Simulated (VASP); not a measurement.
Runs of VASP 6.6.1 on CdS. The structure is that of space group P-6m2 (No. 187), or close to it. The cells are those of the table. 

| task | level | potentials or basis | spin | cell | k mesh | cutoff (eV) | second try | grid for exact exchange (PRECFOCK) | share of exact exchange | screening parameter | gap on the mesh (eV) | pressure (GPa) | relaxed volume (Å³/atom) | largest force (eV/Å) |
| --- | --- | --- | --- | --- | --- | --- | --- | --- | --- | --- | --- | --- | --- | --- |
| relaxation of cell and atoms | revPBE | VASP PAW PBE potentials, release 64 (Cd_sv_GW, S) | off | relaxed from a = 4.261, b = 4.261, c = 5.804 Å, angles 90.0, 90.0, 120.0°, 2 atoms | 7 × 7 × 5 | 630 | - | - | - | - | 1.55 | 0.0 | 46.07 | - |
| relaxation of cell and atoms | revPBE+D3(BJ) | VASP PAW PBE potentials, release 64 (Cd, S) | off | relaxed from a = 4.261, b = 4.261, c = 5.804 Å, angles 90.0, 90.0, 120.0°, 2 atoms | 7 × 7 × 5 | 550 | not_converged | - | - | - | (b) | 0.0 | (a) | - |
| single point | LDA | VASP PAW LDA potentials, release 64 (Cd_sv_GW, S) | non-collinear, zero start, SOC | a = 4.261, b = 4.261, c = 5.804 Å, angles 90.0, 90.0, 120.0°, 2 atoms | 5 × 5 × 4 | 630 | - | - | - | - | - | -2.5 | - | 0.02 |
| relaxation of cell and atoms | PBEsol-based screened hybrid with 25 % exact exchange | VASP PAW PBE potentials, release 64 (Cd, S) | off | relaxed from a = 4.261, b = 4.261, c = 5.804 Å, angles 90.0, 90.0, 120.0°, 2 atoms | 4 × 4 × 3 | 600 | - | Normal | 0.25 | 0.207 1/Å | 2.54 | 0.0 | 44.18 | 0.01 |
| single point | HSE06 | VASP PAW PBE potentials, release 64 (Cd_sv_GW, S) | off | a = 4.174, b = 4.174, c = 5.686 Å, angles 90.0, 90.0, 120.0°, 2 atoms | 4 × 4 × 4 | 470 | - | Normal | 0.25 | 0.2079 1/Å | 2.60 | 0.4 | - | - |

Alike in all rows: smearing fermi-dirac 0.05 eV.

Problem. Fill in the values left out.

Solution. (a) 20.40; (b) 0.03.

Caveats: some runs use coarse meshes; the PAW data sets were made with another functional, which shifts forces and pressure a little (at least some runs); the relaxation moved the vacuum too, so the length across it says nothing of the material (at least some runs); the volume moved by over 15 % at a fixed basis, so the end points are rough (at least some runs); semilocal functionals underestimate gaps, and a narrow one can read as zero (at least some runs).

A k mesh can miss the band edges, and rows without SOC leave out spin-orbit coupling on Cd.

The runs don't all hold the same shells in valence.
